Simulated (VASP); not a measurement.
A run of VASP 6.6.1 is set up as follows.

INCAR

```
SYSTEM = Li16B
PREC     = Accurate       ! precision mode
ENCUT    = 520            ! plane-wave cutoff, eV
EDIFF    = 1E-6           ! SCF threshold, eV
ISMEAR   = -1             ! smearing method
SIGMA    = 0.15           ! smearing width, eV
LREAL    = Auto         
LASPH    = .True.         ! aspherical terms in the spheres
NELM     = 60             ! most SCF steps
ALGO     = Normal         ! electronic algorithm
ISIF     = 2              ! what is computed and relaxed
LWAVE    = .False.        ! write WAVECAR
LCHARG   = .False.        ! write CHGCAR
GGA      = PE             ! functional
NBANDS   = 40             ! bands
```

The input KPOINTS:

```
regular mesh
0
Gamma
  3 3 3
  0 0 0
```

File POSCAR:

```
Li16B
1.0
    6.9800000000      0.0000000000      0.0000000000
    0.0000000000      6.9800000000      0.0000000000
    0.0000000000      0.0000000000      6.9800000000
Li B
16 1
Direct
    0.0027704871      0.0523563037      0.0659862464
    0.4983300860      0.0072372493     -0.0107628940
   -0.0003243553      0.4515832378      0.0381276504
    0.0000885387     -0.0052806590      0.4605424069
    0.2940911175      0.2577723496      0.2580816619
    0.5003421203      0.4796332378     -0.0474783668
    0.4992326648     -0.0404267908      0.4953395415
    0.7100285100      0.2572813754      0.2587256447
   -0.0061448424      0.5539667622      0.5321521490
    0.2470167622      0.6970290831      0.2432696275
    0.2168858166      0.2513405444      0.6711740688
    0.5026631805      0.5266734957      0.5271210602
    0.7497368195      0.7037511461      0.2384193410
    0.7811802292      0.2462872493      0.6767236390
    0.2240697708      0.7743186246      0.7862465616
    0.7744852436      0.7773792264      0.7881180516
    0.0025795129      0.3001822350      0.3541131805
```

Potentials or basis: VASP PAW PBE potentials, release 64 (Li_sv, B).

The run is started by

```sh
$ cat potpaw_PBE.64/Li_sv/POTCAR potpaw_PBE.64/B/POTCAR > POTCAR
$ mpirun -np 1 vasp_std > vasp.out
```

What does it give for the band gap on the k mesh?

Zero (an odd number of electrons rules out a gap without spin polarisation).

Predict the largest force.

0.059 eV/Å.

Forces on the atoms (eV/Å):
```
Li  -0.004 -0.015  0.007
Li   0.002  0.019 -0.018
Li  -0.005  0.012  0.033
Li   0.001 -0.030  0.013
Li   0.023  0.004  0.003
Li   0.000 -0.016 -0.006
Li  -0.003  0.012  0.009
Li  -0.018  0.001  0.001
Li   0.000  0.006 -0.029
Li   0.026  0.032 -0.013
Li  -0.019  0.010 -0.009
Li  -0.005 -0.002 -0.004
Li  -0.028  0.032 -0.012
Li   0.023  0.006 -0.010
Li   0.005 -0.008  0.008
Li  -0.003 -0.008  0.004
B    0.004 -0.053  0.024
```
